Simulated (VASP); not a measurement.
In3Se, 4 atoms in the cell. It takes space group Pm-3m (No. 221, cubic). The conventional cell has a = 4.934 Å, b = 4.934 Å, c = 4.934 Å, α = 90.00°, β = 90.00°, γ = 90.00°. Within 4.6 Å of In (site symmetry 4/mmm) lie 8 In at 3.49 Å and 4 Se at 3.49 Å. Within 4.6 Å of Se (site symmetry m-3m) lie 12 In at 3.49 Å.  This cell differs from its parent crystal: strain +0.030 along x and y, +0.030 along z.

```yaml
Program: VASP 6.6.1
Task: single point
Functional: PBE
Potentials_or_basis: VASP PAW PBE potentials, release 64 (In_d, Se)
Cutoff: 520 eV
k_mesh: 10 × 10 × 10
Occupations: gaussian, width 0.15 eV
Spin: no spin polarisation
Dipole_correction: no
Further_INCAR_settings: ALGO = Normal; EDIFF = 1e-06; NBANDS = 30
```

Potentials or basis: VASP PAW PBE potentials, release 64 (In_d, Se).

The run is started by

```sh
$ cat potpaw_PBE.64/In_d/POTCAR potpaw_PBE.64/Se/POTCAR > POTCAR
$ mpirun -np 1 vasp_std > vasp.out
```

Hardware: 1 thread of Intel(R) Xeon(R) 6975P-C (Granite Rapids) (shared host).

Problem. Estimate the wall time of this run.

Solution. Wall time 82 s on 1 thread of Intel(R) Xeon(R) 6975P-C (Granite Rapids) (shared host), peak memory 0.34 GiB. Counts: scf iterations 13, k points 56.
